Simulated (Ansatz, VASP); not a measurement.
**Two plane-wave programs on MoS2**

```
CELL_PARAMETERS angstrom
3.34979 0.00000 0.00000
-1.67489 2.90100 0.00000
0.00000 0.00000 11.58726
ATOMIC_POSITIONS crystal
Mo 0.33333 0.66667 0.25000
Mo 0.66667 0.33333 0.75000
S 0.33333 0.66667 0.62599
S 0.66667 0.33333 0.12599
S 0.33333 0.66667 0.87401
S 0.66667 0.33333 0.37401
```

Alike in both runs: task single point; functional PBEsol; k mesh 12 × 12 × 4; no spin polarisation.

|  | VASP | Ansatz |
| --- | --- | --- |
| version | VASP 6.6.1 | Ansatz 0.2.0 |
| potentials or method | VASP PAW PBE potentials, release 64 (Mo_sv, S), cutoff 520 eV | scalar-relativistic, plane waves, PAW |
| occupations | methfessel-paxton of order 1, width 0.2 eV | cold, width 0.2 eV |
| valence electrons in the cell | 52 | 52 |

|  | VASP | Ansatz | Ansatz less VASP |
| --- | --- | --- | --- |
| gap on the k mesh at the Fermi level (eV) | none | none | - |
| pressure (GPa) | -4.9 | -4.9 | +0.03 |
| traceless stress, the component that is largest in VASP (GPa) | 14.37 | 14.18 | -0.184 |
| rms of the force components (eV/Å) | 0.465 | 0.454 | -0.0104 |

VASP's potentials were made for PBE, not for PBEsol. Atom by atom the forces differ by 0.010 eV/Å (rms over components). A gap of «none» marks a metal or a gap that the smearing closes.
